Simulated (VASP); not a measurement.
**PtSe2 (Sudovikovite): single point with RPBE**

Crystal: PtSe2 (Sudovikovite).

```
Pt Se
1.0
     3.77301    0.00000    0.00000
    -1.88650    3.26752    0.00000
     0.00000    0.00000    5.12861
Pt Se
1 2
Direct
  0.00000 0.00000 0.00000
  0.66667 0.33333 0.75000
  0.33333 0.66667 0.25000
```

* Program: VASP 6.6.1
* Task: single point
* Functional: RPBE
* Potentials or basis: VASP PAW PBE potentials, release 64 (Pt, Se)
* Cutoff: 520 eV
* k mesh: 8 × 8 × 5
* Occupations: fermi-dirac, width 0.05 eV
* Spin: no spin polarisation

* Pressure: 4.4 GPa
* Largest force: 0.166 eV/Å
* Band gap on the k mesh: zero (band 11 reaches 6.49 eV, above the bottom of band 12 at 6.24 eV)

Forces in eV/Å, atoms in the order of the input:
```
Pt   0.000  0.000  0.000
Se   0.000  0.000 -0.166
Se   0.000  0.000  0.166
```

Levels at points of the mesh, in eV from the Fermi level:
```tsv
k point	band 9	band 10	band 11	band 12	band 13	band 14
(0.00, 0.00, 0.00)	-1.08	-1.08	0.34	1.35	1.35	3.74
(0.50, 0.00, 0.00)	-3.40	-3.32	-2.93	0.62	2.17	4.65
```

Wall time 16 s on 1 thread of Intel(R) Xeon(R) 6975P-C (Granite Rapids) (shared host), peak memory 0.2 GiB.

Caveat: the PAW data sets were made with another functional, which shifts forces and pressure a little; spin-orbit coupling is left out, which moves the levels of the heavy elements.
